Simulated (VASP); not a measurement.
Wanted: the native input for a VASP 6.6.1 run.

```
Task                   : electric field gradients
Functional             : PBE
Potentials or basis    : VASP PAW PBE potentials, release 64 (Ti_sv)
Cutoff                 : 520 eV
k mesh                 : 14 × 14 × 14
Occupations            : fermi-dirac, width 0.05 eV
Spin                   : no spin polarisation
Dipole correction      : no
Further INCAR settings : ALGO = Normal; EDIFF = 1e-08; NBANDS = 12
```

The structure of Ti lies in POSCAR:

```
Ti
1.0
   -1.6464518673      1.6464518673      1.6464518673
    1.6464518673     -1.6464518673      1.6464518673
    1.6464518673      1.6464518673     -1.6464518673
Ti
1
Direct
    0.0000000000      0.0000000000      0.0000000000
```

This cell differs from its parent crystal: volume scaled by 1.01.

These files were run (other wordings do the same):

INCAR

```
PREC = Accurate
ENCUT = 520
EDIFF = 1E-8
ISMEAR = -1
SIGMA = 0.05
LREAL = F
LASPH = T
NELM = 100
ALGO = Normal
ISIF = 2
LWAVE = F
LCHARG = F
GGA = PE
LEFG = T
NBANDS = 12
```

KPOINTS

```
Automatic mesh
0
Gamma
  14 14 14
```

Potentials or basis: VASP PAW PBE potentials, release 64 (Ti_sv).

The run is started by

```sh
$ cat potpaw_PBE.64/Ti_sv/POTCAR > POTCAR
$ mpirun -np 1 vasp_std > vasp.out
```

Results of the run:

* Pressure: -3.6 GPa
* Band gap on the k mesh: zero (band 6 reaches 8.76 eV, above the bottom of band 7 at 7.15 eV)

Caveat: without QUAD_EFG the Cq values of the log hold for a quadrupole moment of 1 mb, not for the nuclei.

Run time: 25 s on 1 thread of Intel(R) Xeon(R) Platinum 8259CL CPU @ 2.50GHz (Skylake/Cascade Lake), on a shared host, peak memory 0.15 GiB.
